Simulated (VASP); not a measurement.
Write the native input for VASP 6.6.1 that does the following.

| Quantity | Value |
| --- | --- |
| Task | single point |
| Functional | PBEsol |
| Potentials or basis | VASP PAW PBE potentials, release 64 (Ni, Si) |
| Cutoff | 520 eV |
| k mesh | 11 × 11 × 11 |
| Occupations | fermi-dirac, width 0.05 eV |
| Spin | no spin polarisation |
| Dipole correction | no |
| Further INCAR settings | ALGO = Normal; EDIFF = 1e-06; NBANDS = 16 |

The structure of Si2Ni (fluorite type) lies in POSCAR:

```
Si2Ni
1.0
    0.0000000000      2.5016220880      2.5016220880
    2.5016220880      0.0000000000      2.5016220880
    2.5016220880      2.5016220880      0.0000000000
Ni Si
1 2
Direct
    0.0000000000      0.0000000000      0.0000000000
    0.2500000000      0.2500000000      0.2500000000
    0.7500000000      0.7500000000      0.7500000000
```

This cell differs from its parent crystal: volume scaled by 0.8.

One way to write it, as run:

INCAR

```
  ALGO = Normal
  EDIFF = 1E-6
  ENCUT = 520
  GGA = PS
  ISIF = 2
  ISMEAR = -1
  LASPH = True
  LCHARG = True
  LELF = True
  LREAL = False
  LVHAR = True
  LWAVE = False
  NBANDS = 16
  NELM = 80
  PREC = Accurate
  SIGMA = 0.05
```

KPOINTS

```
k-points
0
Gamma
  11 11 11
```

Potentials or basis: VASP PAW PBE potentials, release 64 (Ni, Si).

Command:

```bash
$ cat potpaw_PBE.64/Ni/POTCAR potpaw_PBE.64/Si/POTCAR > POTCAR
$ mpirun -np 1 vasp_std > vasp.out
```

Results of the run:

```
Pressure               : 59.9 GPa
Band gap on the k mesh : zero (band 9 reaches 15.90 eV, above the bottom of band 10 at 14.16 eV)
```

Caveat: the PAW data sets were made with another functional, which shifts forces and pressure a little.

Wall time 55 s on 1 thread of Intel Xeon 8259CL, with other jobs on the host, peak memory 0.17 GiB.
